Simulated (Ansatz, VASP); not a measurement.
## WS2 in VASP and in Ansatz

```
W S
1.0
     1.57900    0.91164    6.10170
    -1.57900    0.91164    6.10170
     0.00000   -1.82327    6.10170
W S
1 2
Direct
  0.00000 0.00000 0.00000
  0.75030 0.75030 0.75030
  0.58100 0.58100 0.58100
```

Change from the starting cell: zz strain of -1 %, crystal datasets.

Alike in both runs: task electric field gradients; functional LDA; k mesh 13 × 13 × 13; occupations fermi-dirac, width 0.08 eV; no spin polarisation.

|  | VASP | Ansatz |
| --- | --- | --- |
| version | VASP 6.6.1 | Ansatz 0.2.0 |
| potentials or method | VASP PAW LDA potentials, release 64 (W_sv, S), cutoff 520 eV | all-electron PAW with datasets made for the crystal, scalar-relativistic |

|  | VASP | Ansatz | Ansatz less VASP |
| --- | --- | --- | --- |
| pressure (GPa) | -1.5 | -1.9 | -0.36 |
| traceless stress, the component that is largest in VASP (GPa) | 1.65 | 1.63 | -0.020 |
| rms of the force components (eV/Å) | 0.248 | 0.245 | -0.0037 |
| size of Vzz on the site where it differs most (V/Å²) | 166.3 | 181.9 | +15.59 |

LDA's correlation is that of Perdew and Zunger in VASP and of Perdew and Wang (1992) in Ansatz. Atom by atom the forces differ by 0.022 eV/Å (rms over components). Ansatz ran all-electron here, and VASP with PAW potentials.

Neither program's run includes spin-orbit coupling.
